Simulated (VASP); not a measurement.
# Hf3H4 (R-3m) in VASP: single point with PBE

Aim: the single point of Hf3H4 with PBE.

All numbers are computed with VASP 6.6.1; they aren't measurements. Logs are shortened: lines on timing, memory, paths and dates and some standing lists are left out, and cuts for length are marked.

### 1 The cell of the first run

The structure is trigonal, space group R-3m (No. 166). The conventional cell has a = 3.276 Å, b = 3.276 Å, c = 24.883 Å, α = 90.00°, β = 90.00°, γ = 120.00°. Within 2.7 Å of Hf (site symmetry 3m) lie 5 H at 2.03 to 2.07 Å. Within 2.7 Å of Hf (site symmetry -3m) lie 6 H at 2.01 Å. H (site symmetry 3m) has 4 Hf at 2.05 to 2.07 Å and 3 H at 2.25 Å within 2.7 Å. Within 2.7 Å of H (site symmetry 3m) lie 4 Hf at 2.01 to 2.03 Å and 3 H at 2.33 Å.

The cell was generated, and may not be a known phase.

### 2 Single point, PBE

File INCAR:

```
PREC = Accurate
ENCUT = 520
EDIFF = 1E-7
ISMEAR = 0
SIGMA = 0.1
LREAL = F
LASPH = T
NELM = 100
ALGO = Normal
ISIF = 2
LWAVE = F
LCHARG = F
GGA = PE
NBANDS = 26
```

File KPOINTS:

```
regular mesh
0
Gamma
  12 12 12
```

File POSCAR:

```
Hf3H4
1.0
    1.6378816966      0.9456314384      8.2942598847
   -1.6378816966      0.9456314384      8.2942598847
    0.0000000000     -1.8912628769      8.2942598847
Hf H
3 4
Direct
    0.7753758579      0.7753758579      0.7753758579
    0.2246241421      0.2246241421      0.2246241421
    0.0000000000      0.0000000000      0.0000000000
    0.8576823039      0.8576823039      0.8576823039
    0.1423176961      0.1423176961      0.1423176961
    0.6939164768      0.6939164768      0.6939164768
    0.3060835232      0.3060835232      0.3060835232
```

Potentials or basis: VASP PAW PBE potentials, release 64 (Hf_pv, H).

Started as:

```sh
$ cat potpaw_PBE.64/Hf_pv/POTCAR potpaw_PBE.64/H/POTCAR > POTCAR
$ mpirun -np 1 vasp_std > vasp.out
```

OUTCAR:

```text
PREC = Accurate
   ENCUT = 520
   EDIFF = 1E-7
   ISMEAR = 0
   LREAL = F
   LASPH = T
   NELM = 100
   ISIF = 2
   GGA = PE

 ion  position               nearest neighbor table
   1  0.775  0.775  0.775-   6 2.03   4 2.05   5 2.07   5 2.07   5 2.07   3 3.30   3 3.30   3 3.30
                             2 3.45   2 3.45   2 3.45
   2  0.225  0.225  0.225-   7 2.03   5 2.05   4 2.07   4 2.07   4 2.07   3 3.30   3 3.30   3 3.30
                             1 3.45   1 3.45   1 3.45
   3  0.000  0.000  0.000-   6 2.01   6 2.01   7 2.01   7 2.01   6 2.01   7 2.01   2 3.30   1 3.30
                             2 3.30   1 3.30   2 3.30   1 3.30
   4  0.858  0.858  0.858-   1 2.05   2 2.07   2 2.07   2 2.07
   5  0.142  0.142  0.142-   2 2.05   1 2.07   1 2.07   1 2.07
   6  0.694  0.694  0.694-   3 2.01   3 2.01   3 2.01   1 2.03
   7  0.306  0.306  0.306-   3 2.01   3 2.01   3 2.01   2 2.03

  LATTYP: Found a trigonal (rhomboedric) cell.
 ALAT       =     8.5071512449
 COS(alpha) =     0.9258644102

  Lattice vectors:

 A1 = (   1.6378816966,   0.9456314384,   8.2942598847)
 A2 = (  -1.6378816966,   0.9456314384,   8.2942598847)
 A3 = (   0.0000000000,  -1.8912628769,   8.2942598847)

Analysis of symmetry for initial positions (statically):
=====================================================================
 Subroutine PRICEL returns:
 Original cell was already a primitive cell.

 Routine SETGRP: Setting up the symmetry group for a
 trigonal (rhombohedral) supercell.

 Subroutine GETGRP returns: Found 12 space group operations
 (whereof 12 operations were pure point group operations)
 out of a pool of 12 trial point group operations.

The static configuration has the point symmetry D_3d.

Analysis of symmetry for dynamics (positions and initial velocities):
=====================================================================
 Subroutine PRICEL returns:
 Original cell was already a primitive cell.

 Routine SETGRP: Setting up the symmetry group for a
 trigonal (rhombohedral) supercell.

 Subroutine GETGRP returns: Found 12 space group operations
 (whereof 12 operations were pure point group operations)
 out of a pool of 12 trial point group operations.

The dynamic configuration has the point symmetry D_3d.

 Subroutine INISYM returns: Found 12 space group operations
 (whereof 12 operations are pure point group operations),
 and found     1 'primitive' translations

----------------------------------------------------------------------------------------

                                     Primitive cell

  volume of cell :      77.0785

  direct lattice vectors                    reciprocal lattice vectors
     1.637881697  0.945631438  8.294259885     0.305272353  0.176249075  0.040188436
    -1.637881697  0.945631438  8.294259885    -0.305272353  0.176249075  0.040188436
     0.000000000 -1.891262877  8.294259885     0.000000000 -0.352498151  0.040188436

  length of vectors
     8.507151245  8.507151245  8.507151245     0.354781703  0.354781703  0.354781703

  position of ions in fractional coordinates (direct lattice)
     0.775375858  0.775375858  0.775375858
     0.224624142  0.224624142  0.224624142
     0.000000000  0.000000000  0.000000000
     0.857682304  0.857682304  0.857682304
     0.142317696  0.142317696  0.142317696
     0.693916477  0.693916477  0.693916477
     0.306083523  0.306083523  0.306083523

  ion indices of the primitive-cell ions
   primitive index   ion index
                 1           1
                 2           2
                 3           3
                 4           4
                 5           5
                 6           6
                 7           7

----------------------------------------------------------------------------------------

 KPOINTS: regular mesh

Automatic generation of k-mesh.
 Grid dimensions read from file:
 generate k-points for:   12   12   12

 Generating k-lattice:

  Cartesian coordinates                     Fractional coordinates (reciprocal lattice)
     0.025439363  0.014687423  0.003349036     0.083333333 -0.000000000  0.000000000
    -0.025439363  0.014687423  0.003349036    -0.000000000  0.083333333  0.000000000
     0.000000000 -0.029374846  0.003349036     0.000000000  0.000000000  0.083333333

  Length of vectors
     0.029565142  0.029565142  0.029565142

  Shift w.r.t. Gamma in fractional coordinates (k-lattice)
     0.000000000  0.000000000  0.000000000

 Subroutine IBZKPT returns following result:
 ===========================================

 Found    189 irreducible k-points:

 Following reciprocal coordinates:
            Coordinates               Weight
  0.000000  0.000000  0.000000      1.000000
  0.083333  0.000000 -0.000000      6.000000
  0.166667  0.000000  0.000000      6.000000
  0.250000  0.000000  0.000000      6.000000
  0.333333  0.000000  0.000000      6.000000
  0.416667  0.000000  0.000000      6.000000
[... 16 lines left out ...]
  0.500000  0.166667  0.000000     12.000000
 -0.416667  0.166667 -0.000000     12.000000
 [... further k-points ...]
   k-points           NKPTS =    189   k-points in BZ     NKDIM =    189   number of bands    NBANDS=     26
   number of dos      NEDOS =    301   number of ions     NIONS =      7
   total plane-waves  NPLWV = 262144
   dimension x,y,z NGX =    64 NGY =   64 NGZ =   64
   dimension x,y,z NGXF=   128 NGYF=  128 NGZF=  128
   ions per type =               3   4
   NGX,Y,Z   is equivalent  to a cutoff of  12.51, 12.51, 12.51 a.u.
   NGXF,Y,Z  is equivalent  to a cutoff of  25.01, 25.01, 25.01 a.u.
 SYSTEM =  unknown system
   PREC   = accura    normal or accurate (medium, high low for compatibility)
   ISTART =      0    job   : 0-new  1-cont  2-samecut
   ICHARG =      2    charge: 1-file 2-atom 10-const
   ISPIN  =      1    spin polarized calculation?
   LNONCOLLINEAR =      F non collinear calculations
   LSORBIT =      F    spin-orbit coupling
   LASPH  =      T    aspherical Exc in radial PAW
   ENCUT  =  520.0 eV  38.22 Ry    6.18 a.u.  15.82 15.82 15.82*2*pi/ulx,y,z
   NELM   =    100;   NELMIN=  2; NELMDL= -5     # of ELM steps
   EDIFF  = 0.1E-06   stopping-criterion for ELM
   LREAL  =      F    real-space projection
   EDIFFG = 0.1E-05   stopping-criterion for IOM
   NSW    =      0    number of steps for IOM
   IBRION =     -1    ionic relax: 0-MD 1-quasi-New 2-CG
   NFREE  =      0    steps in history (QN), initial steepest desc. (CG)
   ISIF   =      2    stress and relaxation
   ISYM   =      2    0-nonsym 1-usesym 2-fastsym
   POTIM  = 0.5000    time-step for ionic-motion
   TEBEG  =    0.0;   TEEND  =   0.0 temperature during run
   PSTRESS=    0.0 pullay stress
   NELECT =      34.0000    total number of electrons
   NUPDOWN=      -1.0000    fix difference up-down
   EMIN   =  10.00;   EMAX   =-10.00  energy-range for DOS
   EFERMI =   0.00;   METHOD = LEGACY
   ISMEAR =     0;   SIGMA  =   0.10  broadening in eV -4-tet -1-fermi 0-gaus
   EFERMI_NEDOS =   21; number of points for ismear=-14 and -15
   IALGO  =     38    algorithm
   IMIX   =      4    mixing-type and parameters
     AMIX     =   0.40;   BMIX     =  1.00
     AMIX_MAG =   1.60;   BMIX_MAG =  1.00
  volume/ion in A,a.u.               =      11.01        74.31
  Fermi-wavevector in a.u.,A,eV,Ry     =   1.246207  2.354989 21.130266  1.553031
  Thomas-Fermi vector in A             =   2.380394
   LORBIT       =      0    0 simple, 1 ext, 2 COOP (PROOUT), +10 PAW based schemes
   GGA     = PE    functional components
   LHFCALC =     F    Hartree Fock is set to
   AEXX    =    0.0000 exact exchange contribution
   IVDW    =     0    specifies the selected vdW correction
   LEPSILON=     F    determine dielectric tensor
   LRPA    =     F    only Hartree local field effects (RPA)
 non-spin polarized calculation
 Gauss-broadening in eV      SIGMA  =   0.10
  energy-cutoff  :      520.00
  volume of cell :       77.08
 maximum number of plane-waves:      2104
   NGX = 31   NGY = 31   NGZ = 31

 number of electron      34.0000001 magnetization

 Free energy of the ion-electron system (eV)
  ---------------------------------------------------
  ext. energy  EPLUGINS =         0.00000000
  ---------------------------------------------------
  free energy    TOTEN  =       -45.90073653 eV

  energy without entropy =      -45.87657301  energy(sigma->0) =      -45.88865477

 E-fermi :   4.8582     XC(G=0): -11.2471

 val. band max:        4.8570209665   @ k =   0.3333   0.3333   0.2500
 cond. band min:       4.8599596121   @ k =   0.4167   0.4167   0.4167
 fundamental gap:      0.0029386456
 Fermi energy:         4.8582222107

 k-point     1 :       0.0000    0.0000    0.0000
  band No.  band energies     occupation
      1     -26.3101      2.00000
      2     -26.2646      2.00000
      3     -26.1314      2.00000
      4     -26.1314      2.00000
      5     -25.8770      2.00000
      6     -25.7775      2.00000
[... 18 lines left out ...]
     25       8.7159      0.00000
     26       8.7159      0.00000

 k-point     2 :       0.0833    0.0000   -0.0000
  band No.  band energies     occupation
      1     -26.3052      2.00000
      2     -26.2662      2.00000
      3     -26.1556      2.00000
      4     -26.1394      2.00000
      5     -25.8817      2.00000
      6     -25.8067      2.00000
[... 18 lines left out ...]
     25       8.7625      0.00000
     26       8.7736      0.00000

 k-point     3 :       0.1667    0.0000    0.0000
  band No.  band energies     occupation
      1     -26.3203      2.00000
      2     -26.2846      2.00000
      3     -26.1802      2.00000
      4     -26.1612      2.00000
      5     -25.9039      2.00000
      6     -25.8767      2.00000
[... 572 lines left out ...]
 k-point    23 :       0.5000    0.1667    0.0000
  band No.  band energies     occupation
      1     -26.6172      2.00000
      2     -26.3356      2.00000
      3     -26.2570      2.00000
      4     -26.1976      2.00000
      5     -26.0877      2.00000
      6     -26.0279      2.00000
[... 18 lines left out ...]
     25      10.1140      0.00000
     26      10.6056      0.00000

 k-point    24 :      -0.4167    0.1667   -0.0000
  band No.  band energies     occupation
      1     -26.6396      2.00000
      2     -26.3485      2.00000
      3     -26.2719      2.00000
      4     -26.2093      2.00000
      5     -26.0655      2.00000
      6     -26.0382      2.00000
[... 18 lines left out ...]
     25      10.2703      0.00000
     26      10.4568      0.00000

 [... further k-points ...]

------------------------ aborting loop because EDIFF is reached ----------------------------------------

  FORCE on cell =-STRESS in cart. coord.  units (eV):
  Direction    XX          YY          ZZ          XY          YZ          ZX
  --------------------------------------------------------------------------------------
  -------------------------------------------------------------------------------------
  Total       -0.3389017     -0.3389017     -0.3597450      0.0000000      0.0000000      0.0000000
  in kB       -7.0445132     -7.0445132     -7.4777680      0.0000000      0.0000000      0.0000000
  external PRESSURE =      -7.1889315 kB  Pullay stress =       0.0000000 kB

 VOLUME and BASIS-vectors are now :
 -----------------------------------------------------------------------------
  energy-cutoff  :      520.00
  volume of cell :       77.08
      direct lattice vectors                 reciprocal lattice vectors
     1.637881697  0.945631438  8.294259885     0.305272353  0.176249075  0.040188436
    -1.637881697  0.945631438  8.294259885    -0.305272353  0.176249075  0.040188436
     0.000000000 -1.891262877  8.294259885     0.000000000 -0.352498151  0.040188436

 POSITION                                       TOTAL-FORCE (eV/Angst)
 -----------------------------------------------------------------------------------
      0.00000     -0.00000     19.29351         0.000000     -0.000000      0.017982
      0.00000     -0.00000      5.58927         0.000000      0.000000     -0.017982
      0.00000      0.00000      0.00000        -0.000000      0.000000      0.000000
      0.00000     -0.00000     21.34152         0.000000      0.000000     -0.006014
      0.00000     -0.00000      3.54126         0.000000     -0.000000      0.006014
      0.00000     -0.00000     17.26657         0.000000      0.000000     -0.003828
      0.00000     -0.00000      7.61621         0.000000     -0.000000      0.003828
 -----------------------------------------------------------------------------------
    total drift:                                0.000000      0.000000     -0.000000

  FREE ENERGIE OF THE ION-ELECTRON SYSTEM (eV)
  ---------------------------------------------------
  free  energy   TOTEN  =       -45.9007365286 eV

  energy  without entropy=      -45.8765730080  energy(sigma->0) =      -45.88865477
```

Run time: 45 min. Hardware: 1 thread of Intel Xeon 8259CL, shared host; peak memory 0.75 GiB.

Results:

```
Free energy            : -45.9007 eV
Pressure               : -0.7 GPa
Largest force          : 0.018 eV/Å
Band gap on the k mesh : zero (bands 17 and 18 overlap by 1.00 eV)
```

Forces on the atoms (eV/Å):
```
Hf   0.000  0.000  0.018
Hf   0.000  0.000 -0.018
Hf   0.000  0.000  0.000
H    0.000  0.000 -0.006
H    0.000  0.000  0.006
H    0.000  0.000 -0.004
H    0.000  0.000  0.004
```

Levels at points of the mesh, in eV from the Fermi level:
| k point | band 15 | band 16 | band 17 | band 18 | band 19 | band 20 |
| --- | --- | --- | --- | --- | --- | --- |
| (0.00, 0.00, 0.00) | -0.06 | -0.06 | 0.13 | 1.00 | 1.00 | 1.04 |
| (0.50, 0.00, 0.00) | -2.73 | -1.47 | -0.27 | 0.49 | 0.52 | 2.97 |
| (0.50, 0.50, 0.00) | -3.00 | -0.85 | -0.34 | 0.08 | 1.10 | 1.29 |
| (0.50, 0.50, 0.50) | -1.24 | 0.01 | 0.01 | 0.81 | 0.81 | 1.09 |

Caveat: spin-orbit coupling is left out, which moves the levels of the heavy elements.
